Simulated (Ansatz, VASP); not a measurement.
**One calculation of PbSe, two programs**

```xyz
2
Lattice="0.0000 3.0662 3.0662 3.0662 0.0000 3.0662 3.0662 3.0662 0.0000" Properties=species:S:1:pos:R:3 pbc="T T T"
Pb    3.0662    3.0662    3.0662
Se    0.0000    0.0000    0.0000
```

Alike in both runs: task single point; functional RPBE; dispersion D4; k mesh 6 × 6 × 6; occupations gaussian, width 0.05 eV; no spin polarisation.

|  | VASP | Ansatz |
| --- | --- | --- |
| version | VASP 6.6.1 | Ansatz 0.2.0 |
| potentials or method | VASP PAW PBE potentials, release 64 (Pb_d, Se), cutoff 500 eV | scalar-relativistic, plane waves, PAW |
| valence electrons in the cell | 20 | 30 |

VASP gave:

```
gap on the k mesh at the Fermi level (eV) : 0.40
least direct gap on the mesh (eV)         : 0.40
pressure (GPa)                            : -0.1
```

Problem. Which values does Ansatz return?

Solution. gap on the k mesh at the Fermi level (eV): 0.39; least direct gap on the mesh (eV): 0.39; pressure (GPa): 0.0.

VASP's potentials were made for PBE, not for RPBE. VASP's potentials hold 20 valence electrons a cell and Ansatz's 30, so a difference there can come from the potentials and not from the codes.

Neither program's run includes spin-orbit coupling.
